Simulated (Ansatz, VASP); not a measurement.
SiBN2 in VASP and in Ansatz

```
Si B N
1.0
     2.70312    0.00000    0.00000
    -1.35156    2.34097    0.00000
     0.00000    0.00000    9.51107
Si B N
2 2 4
Cartesian
  0.0000 0.0000 4.7555
  0.0000 0.0000 0.0000
  0.0000 1.5606 2.3778
  1.3516 0.7803 7.1333
  0.0000 1.5606 8.4270
  1.3516 0.7803 1.0841
  1.3516 0.7803 3.6715
  0.0000 1.5606 5.8396
```

Change from the starting cell: species swapped into the YAlPd2 type (P6_3/mmc, No. 194).

Alike in both runs: functional PBE; k mesh 5 × 5 × 2; occupations gaussian, width 0.2 eV; no spin polarisation.

Ansatz relaxed the structure, and its values are those at the end. VASP's run is a single point on that final structure, the one shown.

```csv
,VASP,Ansatz
version,VASP 6.6.1,Ansatz 0.2.0
potentials or method,"VASP PAW PBE potentials, release 64 (Si, B, N), cutoff 600 eV","scalar-relativistic, plane waves, PAW"
valence electrons in the cell,34,34
```

Ansatz gave:

| Property | Result |
| --- | --- |
| gap on the k mesh at the Fermi level (eV) | none |
| pressure (GPa) | 0.1 |
| rms of the force components (eV/Å) | 0.008 |

**Question.** Which values does VASP return?

**Answer.** gap on the k mesh at the Fermi level (eV): none; pressure (GPa): -0.2; rms of the force components (eV/Å): 0.004.

A gap of «none» marks a metal or a gap that the smearing closes.

The k mesh is coarse, so the values compare programs but aren't converged.
